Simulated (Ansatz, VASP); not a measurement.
# Al: VASP beside Ansatz

```xyz
4
Lattice="2.7905 0.0000 0.0000 -1.3953 2.4167 0.0000 0.0000 0.0000 9.6304" Properties=species:S:1:pos:R:3 pbc="T T T"
Al    0.0000    0.0000    0.0000
Al    0.0000    1.6111    2.4076
Al    0.0000    0.0000    4.8152
Al    1.3953    0.8056    7.2228
```

Alike in both runs: task single point; functional PBEsol; k mesh 24 × 24 × 6; occupations gaussian, width 0.15 eV; no spin polarisation.

|  | VASP | Ansatz |
| --- | --- | --- |
| version | VASP 6.6.1 | Ansatz 0.2.0 |
| potentials or method | VASP PAW PBE potentials, release 64 (Al), cutoff 520 eV | scalar-relativistic, plane waves, PAW |
| valence electrons in the cell | 12 | 12 |

Ansatz gave:

- gap on the k mesh at the Fermi level (eV): none
- pressure (GPa): 0.4
- traceless stress, the component that is largest in VASP (GPa): -2.57

Question: Which values does VASP return?

Answer: gap on the k mesh at the Fermi level (eV): none; pressure (GPa): 0.4; traceless stress, the component that is largest in VASP (GPa): -2.60.

VASP's potentials were made for PBE, not for PBEsol. A gap of «none» marks a metal or a gap that the smearing closes.
